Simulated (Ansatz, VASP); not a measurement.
## ZnS in VASP and in Ansatz

INCAR

```
SYSTEM = ZnS
PREC = Accurate
ENCUT = 520
EDIFF = 1E-7
ISMEAR = 0
SIGMA = 0.05
LREAL = .FALSE.
LASPH = .TRUE.
NELM = 100
ALGO = Normal
ISIF = 2
LWAVE = .FALSE.
LCHARG = .FALSE.
GGA = CA
NBANDS = 26
```

KPOINTS

```
regular mesh
0
G
  12 12 6
  0 0 0
```

Contents of POSCAR:

```
ZnS
1.0
    3.8109987816      0.0000000000      0.0000000000
   -1.9054993908      3.3004217586      0.0000000000
    0.0000000000      0.0000000000      6.2340000000
Zn S
2 2
Direct
    0.3333333333      0.6666666667      0.0000000000
    0.6666666667      0.3333333333      0.5000000000
    0.3333333333      0.6666666667      0.3850000000
    0.6666666667      0.3333333333      0.8850000000
```

Input for Ansatz:

```yaml
crystal:
  lattice:
    - [3.8109987816, 0.0, 0.0]
    - [-1.9054993908, 3.3004217586, 0.0]
    - [0.0, 0.0, 6.234]
  atoms:
    - { symbol: Zn, position: [0.3333333333, 0.6666666667, 0.0] }
    - { symbol: Zn, position: [0.6666666667, 0.3333333333, 0.5] }
    - { symbol: S, position: [0.3333333333, 0.6666666667, 0.385] }
    - { symbol: S, position: [0.6666666667, 0.3333333333, 0.885] }
basis:
  ecutwfc: 420
kpoints:
  mp_grid: { grid: [12, 12, 6] }
hamiltonian:
  xc: lda
scf:
  occupations: { method: gaussian, width: 0.05 }
output:
  forces: true
  stress: true
  eigenvalues: true
  write_density: true
  write_potential: true
  elf: true
  volumetric_format: npy
```

Alike in both runs: task single point; functional LDA; k mesh 12 × 12 × 6; occupations gaussian, width 0.05 eV; no spin polarisation.

|  | VASP | Ansatz |
| --- | --- | --- |
| version | VASP 6.6.1 | Ansatz 0.2.0 |
| potentials or method | VASP PAW LDA potentials, release 64 (Zn, S), cutoff 520 eV | scalar-relativistic, plane waves, PAW |
| valence electrons in the cell | 36 | 36 |

|  | VASP | Ansatz | Ansatz less VASP |
| --- | --- | --- | --- |
| gap on the k mesh at the Fermi level (eV) | 2.02 | 1.99 | -0.031 |
| least direct gap on the mesh (eV) | 2.02 | 1.99 | -0.031 |
| pressure (GPa) | -3.7 | -3.9 | -0.21 |
| traceless stress, the component that is largest in VASP (GPa) | -1.03 | -1.00 | +0.025 |
| rms of the force components (eV/Å) | 0.172 | 0.170 | -0.0019 |

LDA's correlation is that of Perdew and Zunger in VASP and of Perdew and Wang (1992) in Ansatz. Atom by atom the forces differ by 0.002 eV/Å (rms over components).
